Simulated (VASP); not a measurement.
Runs of VASP 6.6.1 on C. The structure is that of space group Fd-3m (No. 227), or close to it. The cells are those of the table. 

| cell | k mesh | smearing | gap on the mesh (eV) | pressure (GPa) |
| --- | --- | --- | --- | --- |
| a = 2.513 Å, angles 60.0, 60.0, 90.0°, 2 atoms | 16 × 16 × 16 | fermi-dirac 0.1 eV | 4.03 | 0.1 |
| a = 2.463, b = 2.463, c = 2.495 Å, angles 60.4, 60.4, 90.0°, 2 atoms | 12 × 12 × 12 | gaussian 0.01 eV | (b) | 17.0 |
| a = 2.525, b = 2.525, c = 2.518 Å, angles 59.9, 59.9, 90.0°, 2 atoms | 12 × 12 × 12 | gaussian 0.01 eV | 3.88 | (a) |
| a = 2.500, b = 2.500, c = 2.508 Å, angles 60.1, 60.1, 90.0°, 2 atoms | 12 × 12 × 12 | gaussian 0.01 eV | (c) | 4.1 |

Alike in all rows: task single point; level PBEsol; potentials or basis VASP PAW PBE potentials, release 64 (C_h); no spin polarisation; cutoff (eV) 1300.

Q: Estimate the missing entries.

A: (a) -3.7; (b) 3.82; (c) 4.00.

Caveats: the PAW data sets were made with another functional, which shifts forces and pressure a little; the stress differs along the axes, from 0 to 25 GPa (at least some runs); the stress differs along the axes, from -6 to 0 GPa (at least some runs); the stress differs along the axes, from 0 to 6 GPa (at least some runs).

A k mesh can miss the band edges.
